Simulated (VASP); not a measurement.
Set up this calculation in VASP 6.6.1, as the native input.

- Task: single point
- Functional: PBE
- Potentials or basis: VASP PAW PBE potentials, release 64 (Mo_sv, S)
- Cutoff: 500 eV
- k mesh: 3 × 3 × 3
- Occupations: gaussian, width 0.01 eV
- Spin: no spin polarisation
- Dipole correction: no
- Further INCAR settings: ALGO = Normal; EDIFF = 1e-06; NBANDS = 20

The structure of MoS2 lies in POSCAR:

```
MoS2
1.0
    1.5312841100      0.8840879300      5.9345351000
   -1.5312841100      0.8840879300      5.9345351000
    0.0000000000     -1.7681748300      5.9345351000
Mo S
1 2
Direct
    0.0044212452      0.0044212452      0.0044212452
    0.2477000000      0.2477000000      0.2477000000
    0.4190000000      0.4190000000      0.4190000000
```

The input as run:

INCAR

```
SYSTEM = MoS2
PREC = Accurate
ENCUT = 500
EDIFF = 1E-6
ISMEAR = 0
SIGMA = 0.01
LREAL = .FALSE.
LASPH = .TRUE.
NELM = 120
ALGO = Normal
ISIF = 2
LWAVE = .FALSE.
LCHARG = .FALSE.
GGA = PE
NBANDS = 20
GGA_COMPAT = .FALSE.
```

KPOINTS

```
Automatic mesh
0
G
  3 3 3
  0 0 0
```

Potentials or basis: VASP PAW PBE potentials, release 64 (Mo_sv, S).

The run is started by

```sh
$ cat potpaw_PBE.64/Mo_sv/POTCAR potpaw_PBE.64/S/POTCAR > POTCAR
$ mpirun -np 1 vasp_std > vasp.out
```

Results of the run:

```json
{
 "Pressure": "20.6 GPa",
 "Largest force": "2.992 eV/Å",
 "Band gap on the k mesh": "1.23 eV, indirect (least direct gap 1.98 eV)"
}
```

Caveat: the k points lie up to 0.80 Å⁻¹ apart; forces of over 1 eV/Å act on the atoms, so gaps and moduli don't describe the material at rest.

Wall time 18 s on 1 thread of Intel(R) Xeon(R) 6975P-C (Granite Rapids), on a shared host, peak memory 0.29 GiB.
